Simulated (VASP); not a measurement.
The system is PbSe.

```
Pb Se
1.0
     5.11758    0.00000    0.00000
     0.00000    5.11758    0.00000
     0.00000    0.00000    6.44858
Pb Se
2 2
Direct
  0.50000 0.00000 0.23680
  0.00000 0.50000 0.76320
  0.00000 0.00000 0.00000
  0.50000 0.50000 0.00000
```

* Program: VASP 6.6.1
* Task: relaxation of cell and atoms
* Functional: PBEsol
* Potentials or basis: VASP PAW PBE potentials, release 64 (Pb_d, Se)
* Cutoff: 600 eV
* k mesh: 6 × 6 × 6
* Occupations: gaussian, width 0.05 eV
* Spin: no spin polarisation

At the start: pressure -2.3 GPa; volume 42.22 Å³/atom.

Q: Where does the relaxation end?

A: Over 37 steps the energy falls by 182.9 meV/atom and the volume is 27.51 Å³/atom (-34.9 %); space group P4/nmm (No. 129, to 0.05 Å).

The path:
| step | energy change (eV) | largest force (eV/Å) | pressure (GPa) | volume (Å³) |
| --- | --- | --- | --- | --- |
| 1 | 0.0000 | 0.8676 | -2.26 | 168.89 |
| 2 | -0.1314 | 0.0224 | 0.82 | 154.74 |
| 3 | -0.1341 | 0.0954 | 0.36 | 156.40 |
| 4 | -0.1681 | 0.0836 | 0.20 | 156.67 |
| 5 | -0.2447 | 0.0613 | -0.50 | 157.03 |
| 6 | -0.2314 | 0.0051 | -2.10 | 155.73 |
| 7 | -0.2638 | 0.0400 | -1.10 | 156.88 |
| 8 | -0.2850 | 0.1214 | -0.64 | 153.25 |
| 9 | -0.2966 | 0.2908 | -0.11 | 149.29 |
| 10 | -0.2980 | 0.3621 | 0.14 | 147.60 |
| 11 | -0.3120 | 0.3739 | 0.01 | 145.75 |
| 12 | -0.3531 | 0.4156 | -0.33 | 139.95 |
| 13 | -0.3950 | 0.4945 | -0.75 | 127.21 |
| 14 | -0.3951 | 0.4823 | -0.70 | 130.38 |
| 15 | -0.4177 | 0.5233 | -0.41 | 127.00 |
| 16 | -0.4355 | 0.6429 | 0.94 | 116.97 |
| 17 | -0.4398 | 0.6141 | 0.46 | 119.82 |
| 18 | -0.4796 | 0.5638 | 0.26 | 118.53 |
| 19 | -0.5686 | 0.4027 | -0.14 | 114.70 |
| 20 | -0.6053 | 0.1111 | 0.01 | 107.14 |
| 21 | -0.6941 | 0.0316 | 0.71 | 104.85 |
| 22 | -0.6973 | 0.0786 | 0.92 | 104.24 |
| 23 | -0.6896 | 0.2566 | -1.50 | 109.61 |
| 24 | -0.7045 | 0.1507 | -0.16 | 106.39 |
| 25 | -0.7103 | 0.1445 | 0.04 | 106.52 |
| 26 | -0.7141 | 0.1313 | 0.37 | 106.71 |
| 27 | -0.7175 | 0.1313 | 0.21 | 107.32 |
| 28 | -0.7231 | 0.1280 | -0.14 | 108.73 |
| 29 | -0.7247 | 0.1129 | -0.84 | 111.60 |
| 30 | -0.7256 | 0.1203 | -0.58 | 110.44 |
| 31 | -0.7285 | 0.0819 | -0.39 | 110.45 |
| 32 | -0.7308 | 0.0239 | -0.11 | 110.48 |
| 33 | -0.7309 | 0.0045 | -0.05 | 110.49 |
| 34 | -0.7312 | 0.0059 | -0.04 | 110.40 |
| 35 | -0.7316 | 0.0032 | -0.03 | 110.15 |
| 36 | -0.7312 | 0.0008 | 0.02 | 109.65 |
| 37 | -0.7317 | 0.0015 | 0.00 | 110.02 |

Final structure:
```yaml
crystal:
  lattice:
    - [5.24694, 0.00000, 0.00000]
    - [0.00000, 5.24694, 0.00000]
    - [0.00000, 0.00000, 3.99640]
  atoms:
    - { symbol: Pb, position: [0.50000, 0.00000, 0.34683] }
    - { symbol: Pb, position: [0.00000, 0.50000, 0.65317] }
    - { symbol: Se, position: [0.00000, 0.00000, 0.00000] }
    - { symbol: Se, position: [0.50000, 0.50000, 0.00000] }
```

Caveat: the volume moved by over 15 % at a fixed basis, so the end points are rough; the PAW data sets were made with another functional, which shifts forces and pressure a little.
